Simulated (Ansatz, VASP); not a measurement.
**PtSe2 in VASP and in Ansatz**

```
Pt Se
1.0
     3.75997    0.00000    0.00000
    -1.87999    3.25623    0.00000
     0.00000    0.00000    4.86260
Pt Se
1 2
Direct
  0.00000 0.00000 0.00000
  0.33333 0.66667 0.26086
  0.66667 0.33333 0.73914
```

Alike in both runs: functional PBEsol; k mesh 15 × 15 × 8; occupations gaussian, width 0.1 eV; no spin polarisation.

Ansatz relaxed the structure, and its values are those at the end. VASP's run is a single point on that final structure, the one shown.

|  | VASP | Ansatz |
| --- | --- | --- |
| version | VASP 6.6.1 | Ansatz 0.2.0 |
| potentials or method | VASP PAW PBE potentials, release 64 (Pt, Se), cutoff 500 eV | scalar-relativistic, plane waves, PAW |
| valence electrons in the cell | 22 | 50 |

|  | VASP | Ansatz | Ansatz less VASP |
| --- | --- | --- | --- |
| gap on the k mesh at the Fermi level (eV) | none | none | - |
| pressure (GPa) | 0.1 | 0.0 | -0.08 |
| rms of the force components (eV/Å) | 0.007 | 0.000 | -0.0067 |

VASP's potentials were made for PBE, not for PBEsol. A gap of «none» marks a metal or a gap that the smearing closes. VASP's potentials hold 22 valence electrons a cell and Ansatz's 50, so a difference there can come from the potentials and not from the codes.

Spin-orbit coupling is off throughout.
